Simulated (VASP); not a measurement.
## Te: single point with PBEsol

The system is Te.

```
Te
1.0
     4.44848    0.00000    0.00000
    -2.22424    3.85250    0.00000
     0.00000    0.00000    6.08615
Te
3
Direct
  0.28331 0.00000 0.33333
  0.00000 0.28331 0.66667
  0.71669 0.71669 0.00000
```

This cell differs from its parent crystal: volume scaled by 1.08.

```
Program                : VASP 6.6.1
Task                   : single point
Functional             : PBEsol
Potentials or basis    : VASP PAW PBE potentials, release 64 (Te)
Cutoff                 : 520 eV
k mesh                 : 8 × 8 × 5
Occupations            : fermi-dirac, width 0.05 eV
Spin                   : no spin polarisation
Dipole correction      : no
Further INCAR settings : ALGO = Normal; EDIFF = 1e-06; NBANDS = 16
```

```
Pressure               : -3.5 GPa
Largest force          : 0.259 eV/Å
Band gap on the k mesh : 0.49 eV, indirect (least direct gap 0.58 eV)
```

Forces on the atoms (eV/Å):
```
Te  -0.259  0.000  0.000
Te   0.130 -0.225  0.000
Te   0.130  0.225  0.000
```

Stress tensor (GPa, compression positive):
```
-3.16  0.00  0.00
 0.00 -3.16  0.00
 0.00  0.00 -4.31
```

Levels at points of the mesh, in eV from the valence-band top:
```csv
k point,band 5,band 6,band 7,band 8,band 9,band 10,band 11,band 12,band 13,band 14
"(0.00, 0.00, 0.00)",-2.30,-2.30,-1.41,-1.41,-0.77,1.14,1.14,1.77,5.19,5.19
"(0.50, 0.00, 0.00)",-4.00,-3.36,-3.30,-0.53,-0.44,0.79,0.79,2.98,3.61,7.72
```

It took 54 s on 1 thread of Intel(R) Xeon(R) Platinum 8259CL CPU @ 2.50GHz (Skylake/Cascade Lake) (shared host), peak memory 0.25 GiB.

Caveat: the PAW data sets were made with another functional, which shifts forces and pressure a little; spin-orbit coupling is left out, which moves the levels of the heavy elements. A k mesh can miss the band edges.
